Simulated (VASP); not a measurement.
Input of a VASP 6.6.1 run:

INCAR

```
SYSTEM = Cd
ALGO = Fast
EDIFF = 1E-6
ENCUT = 520
GGA = PE
ISIF = 2
ISMEAR = 0
LASPH = .True.
LCHARG = .False.
LREAL = .False.
LWAVE = .False.
NBANDS = 12
NELM = 100
PREC = Accurate
SIGMA = 0.15
```

Contents of KPOINTS:

```
k-points
0
Gamma
  18 18 18
  0 0 0
```

Contents of POSCAR:

```
Cd
1.0
    0.0000000000      2.3730113311      2.1966965892
    2.3730113311      0.0000000000      2.1966965892
    2.3730113311      2.3730113311      0.0000000000
Cd
1
Direct
    0.0000000000      0.0000000000      0.0000000000
```

Potentials or basis: VASP PAW PBE potentials, release 64 (Cd).

Command:

```console
$ cat potpaw_PBE.64/Cd/POTCAR > POTCAR
$ mpirun -np 1 vasp_std > vasp.out
```

Q: What does it give for the band gap on the k mesh?

A: Zero (band 6 reaches 3.66 eV, above the bottom of band 7 at 0.52 eV).

Q: What does it give for the pressure?

A: -2.3 GPa.

Stress tensor (GPa, compression positive):
```
-2.74  0.00  0.00
 0.00 -2.74  0.00
 0.00  0.00 -1.56
```
